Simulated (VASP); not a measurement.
Write the native input for VASP 6.6.1 that does the following.

```yaml
Task: single point
Functional: PBE
Potentials_or_basis: VASP PAW PBE potentials, release 64 (Hf_pv, C)
Cutoff: 520 eV
k_mesh: 20 × 20 × 20
Occupations: gaussian, width 0.1 eV
Spin: no spin polarisation
Dipole_correction: no
Further_INCAR_settings: ALGO = Normal; EDIFF = 1e-06; NBANDS = 14
```

The structure of HfC lies in POSCAR:

```
HfC
1.0
    0.0000000000      2.3257142796      2.3257142796
    2.3257142796      0.0000000000      2.3257142796
    2.3257142796      2.3257142796      0.0000000000
Hf C
1 1
Direct
    0.0000000000      0.0000000000      0.0000000000
    0.5000000000      0.5000000000      0.5000000000
```

The input as run:

INCAR

```
PREC = Accurate
ENCUT = 520
EDIFF = 1E-6
ISMEAR = 0
SIGMA = 0.1
LREAL = False
LASPH = True
NELM = 100
ALGO = Normal
ISIF = 2
LWAVE = False
LCHARG = False
GGA = PE
NBANDS = 14
```

KPOINTS

```
regular mesh
0
Gamma
  20 20 20
```

Potentials or basis: VASP PAW PBE potentials, release 64 (Hf_pv, C).

Command:

```sh
$ cat potpaw_PBE.64/Hf_pv/POTCAR potpaw_PBE.64/C/POTCAR > POTCAR
$ mpirun -np 1 vasp_std > vasp.out
```

It gave:

The pressure is -0.7 GPa. The band gap on the k mesh is zero (band 7 reaches 6.95 eV, above the bottom of band 8 at 5.52 eV).

Caveat: spin-orbit coupling is left out, which moves the levels of the heavy elements.

It took 71 s on 1 thread of Intel Xeon 8259CL, with other jobs on the host, peak memory 0.21 GiB.
